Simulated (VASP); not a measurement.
Here is a VASP 6.6.1 calculation.

File INCAR:

```
SYSTEM = Al
PREC     = Accurate       ! precision mode
ENCUT    = 520            ! plane-wave cutoff, eV
EDIFF    = 1E-6           ! SCF threshold, eV
ISMEAR   = -1             ! smearing method
SIGMA    = 0.15           ! smearing width, eV
LREAL    = .False.        ! projectors in reciprocal space
LASPH    = .True.         ! aspherical terms in the spheres
NELM     = 80             ! most SCF steps
ALGO     = Fast           ! electronic algorithm
ISIF     = 2              ! what is computed and relaxed
LWAVE    = .False.        ! write WAVECAR
LCHARG   = .False.        ! write CHGCAR
GGA      = PE             ! functional
NBANDS   = 18             ! bands
```

Contents of KPOINTS:

```
regular mesh
0
Gamma
  18 18 4
  0 0 0
```

Contents of POSCAR:

```
Al
1.0
    2.8558016546     -0.0000000029      0.0000000000
   -1.4279008248      2.4731967825      0.0000000000
    0.0000000000      0.0000000000     14.1505388094
Al
6
Direct
    0.0000000000      0.0000000000      0.0000000000
    0.6666666667      0.3333333333      0.8333367515
    0.0000000000      0.0000000000      0.6666703024
    0.6666666667      0.3333333333      0.5000000000
    0.0000000000      0.0000000000      0.3333296976
    0.6666666667      0.3333333333      0.1666632485
```

Potentials or basis: VASP PAW PBE potentials, release 64 (Al).

Launch:

```sh
$ cat potpaw_PBE.64/Al/POTCAR > POTCAR
$ mpirun -np 1 vasp_std > vasp.out
```

Question: Estimate the pressure.

Answer: 0.0 GPa.

Question: Estimate the band gap on the k mesh.

Answer: Zero (band 9 reaches 11.82 eV, above the bottom of band 10 at 5.72 eV).
